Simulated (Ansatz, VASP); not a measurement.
# Ta19W in VASP and in Ansatz

```
CELL_PARAMETERS angstrom
5.68185 0.00000 0.00000
-1.89395 5.35690 0.00000
0.00000 0.00000 21.27839
ATOMIC_POSITIONS crystal
Ta 0.00000 0.00000 0.28718
Ta 0.00000 0.50000 0.28707
Ta 0.50000 0.00000 0.28707
Ta 0.50000 0.50000 0.28670
Ta 0.24969 0.24969 0.39117
Ta 0.25032 0.74968 0.39149
Ta 0.74968 0.25032 0.39149
Ta 0.75031 0.75031 0.39117
Ta 0.50000 0.50000 0.50026
Ta 0.50000 0.00000 0.50025
Ta 0.00000 0.50000 0.50025
Ta 0.00000 0.00000 0.49986
Ta 0.75170 0.75170 0.60990
Ta 0.74845 0.25155 0.60865
Ta 0.25155 0.74845 0.60865
Ta 0.24830 0.24830 0.60990
Ta 0.00000 0.50000 0.71302
Ta 0.50000 0.00000 0.71302
Ta 0.50000 0.50000 0.71407
W 0.00000 0.00000 0.70883
```

Alike in both runs: functional PBEsol; k mesh 5 × 5 × 1; occupations methfessel-paxton of order 1, width 0.1 eV; no spin polarisation.

Ansatz relaxed the structure, and its values are those at the end. VASP's run is a single point on that final structure, the one shown.

|  | VASP | Ansatz |
| --- | --- | --- |
| version | VASP 6.6.1 | Ansatz 0.2.0 |
| potentials or method | VASP PAW PBE potentials, release 64 (Ta_pv, W_sv), cutoff 520 eV | scalar-relativistic, plane waves, PAW |
| valence electrons in the cell | 223 | 261 |

```csv
,VASP,Ansatz,Ansatz less VASP
gap on the k mesh at the Fermi level (eV),none,none,-
rms of the force components (eV/Å),0.021,0.021,-0.0007
```

VASP's potentials were made for PBE, not for PBEsol, and Ansatz warns of the same on its side. A gap of «none» marks a metal or a gap that the smearing closes. VASP's potentials hold 223 valence electrons a cell and Ansatz's 261, so a difference there can come from the potentials and not from the codes. Ansatz's warnings: vacuum density over bound.

Spin-orbit coupling is off throughout.
